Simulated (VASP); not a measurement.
A run of VASP 6.6.1:

File INCAR:

```
SYSTEM = RbCl
PREC     = Accurate       ! precision mode
ENCUT    = 500            ! plane-wave cutoff, eV
EDIFF    = 1E-6           ! SCF threshold, eV
ISMEAR   = -1             ! smearing method
SIGMA    = 0.02           ! smearing width, eV
LREAL    = .False.        ! projectors in reciprocal space
LASPH    = .True.         ! aspherical terms in the spheres
NELM     = 120            ! most SCF steps
ALGO     = Normal         ! electronic algorithm
ISIF     = 2              ! what is computed and relaxed
LWAVE    = .False.        ! write WAVECAR
LCHARG   = .True.         ! write CHGCAR
GGA      = PE             ! functional
LELF     = .True.         ! ELF
LVHAR    = .True.       
NBANDS   = 15             ! bands
GGA_COMPAT= .False.
```

KPOINTS

```
Automatic mesh
0
Gamma
  7 7 7
  0 0 0
```

File POSCAR:

```
RbCl
1.0
    0.0000000000      3.3010590783      3.3010590783
    3.3010590783      0.0000000000      3.3010590783
    3.3010590783      3.3010590783      0.0000000000
Rb Cl
1 1
Direct
    0.0000000000      0.0000000000      0.0000000000
    0.5000000000      0.5000000000      0.5000000000
```

Potentials or basis: VASP PAW PBE potentials, release 64 (Rb_sv, Cl).

The run is started by

```bash
$ cat potpaw_PBE.64/Rb_sv/POTCAR potpaw_PBE.64/Cl/POTCAR > POTCAR
$ mpirun -np 1 vasp_std > vasp.out
```

Hardware: 1 thread of Intel Xeon 8259CL, on a shared host.

Estimate the wall time of this run.

Run time: 34 s on 1 thread of Intel Xeon 8259CL, with other jobs on the host, peak memory 0.2 GiB. Counts: scf iterations 13, k points 20.
